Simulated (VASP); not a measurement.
Runs of VASP 6.6.1 on ZnSe (Stilleite). The structure is that of space group F-43m (No. 216), or close to it. The cells are those of the table. 

```csv
level,cell,k mesh,gap on the mesh (eV),pressure (GPa)
r2SCAN,"a = 4.045 Å, angles 60.0°, 2 atoms",6 × 6 × 6,1.74,-1.7
r2SCAN,"a = 3.924 Å, angles 60.0°, 2 atoms",6 × 6 × 6,2.15,4.8
PBE,"a = 4.133 Å, angles 60.0°, 2 atoms",6 × 6 × 6,0.93,-2.7
PBE,"a = 4.006 Å, angles 60.0°, 2 atoms",8 × 8 × 8,1.30,2.4
r2SCAN,"a = 3.965 Å, angles 60.0°, 2 atoms",6 × 6 × 6,2.01,2.3
PBE,"a = 4.093 Å, angles 60.0°, 2 atoms",6 × 6 × 6,1.04,-1.4
r2SCAN,"a = 4.084 Å, angles 60.0°, 2 atoms",6 × 6 × 6,1.62,-3.2
r2SCAN,"a = 4.006 Å, angles 60.0°, 2 atoms",6 × 6 × 6,(b),0.1
PBE,"a = 4.053 Å, angles 60.0°, 2 atoms",6 × 6 × 6,1.15,(a)
```

Alike in all rows: task single point; potentials or basis VASP PAW PBE potentials, release 64 (Zn, Se); no spin polarisation; cutoff (eV) 520; smearing gaussian 0.01 eV.

Q: Estimate the missing entries.

A: (a) 0.3; (b) 1.87.

Caveats: the PAW data sets were made with another functional, which shifts forces and pressure a little (some runs).

A k mesh can miss the band edges, and the runs leave out spin-orbit coupling on Se.
